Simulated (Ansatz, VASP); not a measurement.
# One calculation of ZrSiRu4, two programs

```
CELL_PARAMETERS angstrom
3.45787 0.00000 0.00000
-1.72894 2.99461 0.00000
0.00000 0.00000 7.02921
ATOMIC_POSITIONS crystal
Zr 0.00000 0.00000 0.50000
Si 0.00000 0.00000 0.00000
Ru 0.33333 0.66667 0.75959
Ru 0.33333 0.66667 0.24041
Ru 0.66667 0.33333 0.75959
Ru 0.66667 0.33333 0.24041
```

Change from the starting cell: species swapped into the TiCrB4 type (P6/mmm, No. 191).

Alike in both runs: task relaxation of cell and atoms; functional PBE; k mesh 6 × 6 × 4; occupations gaussian, width 0.1 eV; no spin polarisation.

|  | VASP | Ansatz |
| --- | --- | --- |
| version | VASP 6.6.1 | Ansatz 0.2.0 |
| potentials or method | VASP PAW PBE potentials, release 64 (Zr_sv, Si, Ru_pv), cutoff 600 eV | scalar-relativistic, plane waves, PAW |
| valence electrons in the cell | 72 | 80 |

Ansatz gave:

| Item | Value |
| --- | --- |
| gap on the k mesh at the Fermi level, each at its own relaxed structure (eV) | none |
| relaxed volume (Å³/atom) | 15.30 |
| relaxed length of the cell vector where the two differ most in proportion (Å) | 4.336 |

Question: Estimate VASP's values.

Answer: gap on the k mesh at the Fermi level, each at its own relaxed structure (eV): none; relaxed volume (Å³/atom): 15.29; relaxed length of the cell vector where the two differ most in proportion (Å): 4.334.

A gap of «none» marks a metal or a gap that the smearing closes. VASP's potentials hold 72 valence electrons a cell and Ansatz's 80, so a difference there can come from the potentials and not from the codes.

Noted on VASP's run: the volume moved by over 15 % at a fixed basis, so the end points are rough.
